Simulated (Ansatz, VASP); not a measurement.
**One calculation of FeNi3, two programs**

```xyz
4
Lattice="3.4974 0.0000 0.0000 0.0000 3.4974 0.0000 0.0000 0.0000 3.4974" Properties=species:S:1:pos:R:3 pbc="T T T"
Fe    0.0000    0.0000    0.0000
Ni    0.0000    1.7487    1.7487
Ni    1.7487    0.0000    1.7487
Ni    1.7487    1.7487    0.0000
```

Alike in both runs: task single point; functional PBE; k mesh 12 × 12 × 12; occupations gaussian, width 0.05 eV; no spin polarisation.

|  | VASP | Ansatz |
| --- | --- | --- |
| version | VASP 6.6.1 | Ansatz 0.2.0 |
| potentials or method | VASP PAW PBE potentials, release 64 (Fe, Ni), cutoff 520 eV | scalar-relativistic, plane waves, PAW |
| valence electrons in the cell | 38 | 70 |

VASP gave:

| Quantity | Value |
| --- | --- |
| gap on the k mesh at the Fermi level (eV) | none |
| pressure (GPa) | -0.1 |

What did Ansatz give for the same quantities?

gap on the k mesh at the Fermi level (eV): none; pressure (GPa): 0.0.

A gap of «none» marks a metal or a gap that the smearing closes. The functional is the same, so the differences come from potentials, cutoffs and numerics. VASP's potentials hold 38 valence electrons a cell and Ansatz's 70, so a difference there can come from the potentials and not from the codes.
